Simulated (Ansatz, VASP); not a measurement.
HfN in VASP and in Ansatz

```
CELL_PARAMETERS angstrom
2.82758 0.00000 0.00000
0.00000 2.82758 0.00000
0.00000 0.00000 2.82758
ATOMIC_POSITIONS crystal
Hf 0.00000 0.00000 0.00000
N 0.50000 0.50000 0.50000
```

Alike in both runs: task relaxation of cell and atoms; functional PBE; k mesh 20 × 20 × 20; occupations gaussian, width 0.1 eV; no spin polarisation.

```csv
,VASP,Ansatz
version,VASP 6.6.1,Ansatz 0.2.0
potentials or method,"VASP PAW PBE potentials, release 64 (Hf_pv, N), cutoff 600 eV","scalar-relativistic, plane waves, PAW"
valence electrons in the cell,15,31
```

|  | VASP | Ansatz | Ansatz less VASP |
| --- | --- | --- | --- |
| gap on the k mesh at the Fermi level, each at its own relaxed structure (eV) | none | none | - |
| relaxed volume (Å³/atom) | 11.14 | 11.27 | +0.132 |
| relaxed cell length with the largest relative difference (Å) | 2.814 | 2.825 | +0.0110 |

A gap of «none» marks a metal or a gap that the smearing closes. VASP's potentials hold 15 valence electrons a cell and Ansatz's 31, so a difference there can come from the potentials and not from the codes.

Spin-orbit coupling is off throughout.
